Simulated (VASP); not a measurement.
A run of VASP 6.6.1 is set up as follows.

INCAR

```
PREC     = Accurate       # precision mode
ENCUT    = 520            # plane-wave cutoff, eV
EDIFF    = 1E-6           # SCF threshold, eV
ISMEAR   = 0              # smearing method
SIGMA    = 0.05           # smearing width, eV
LREAL    = F              # projectors in reciprocal space
LASPH    = T              # aspherical terms in the spheres
NELM     = 100            # most SCF steps
ALGO     = Normal         # electronic algorithm
ISIF     = 2              # what is computed and relaxed
LWAVE    = F              # write WAVECAR
LCHARG   = T              # write CHGCAR
GGA      = CA             # functional
LELF     = T              # ELF
LVHAR    = T            
NBANDS   = 15             # bands
```

KPOINTS

```
regular mesh
0
Gamma
  8 8 8
```

The input POSCAR:

```
CaO
1.0
    0.0000000000      2.3755300000      2.4490000000
    2.3755300000      0.0000000000      2.4490000000
    2.3755300000      2.3755300000      0.0000000000
Ca O
1 1
Direct
    0.0000000000      0.0000000000      0.0000000000
    0.5000000000      0.5000000000      0.5000000000
```

Potentials or basis: VASP PAW LDA potentials, release 64 (Ca_sv, O).

Launch:

```sh
$ cat potpaw_LDA.64/Ca_sv/POTCAR potpaw_LDA.64/O/POTCAR > POTCAR
$ mpirun -np 1 vasp_std > vasp.out
```

Predict the pressure.

-5.5 GPa.

Estimate the band gap on the k mesh.

3.41 eV, indirect (least direct gap 3.80 eV).

Stress tensor (GPa, compression positive):
```
-4.11  0.00  0.00
 0.00 -4.11  0.00
 0.00  0.00 -8.39
```

Caveat: the cell differs from its parent crystal (strain -0.030 along x and y, +0.000 along z). A k mesh can miss the band edges.
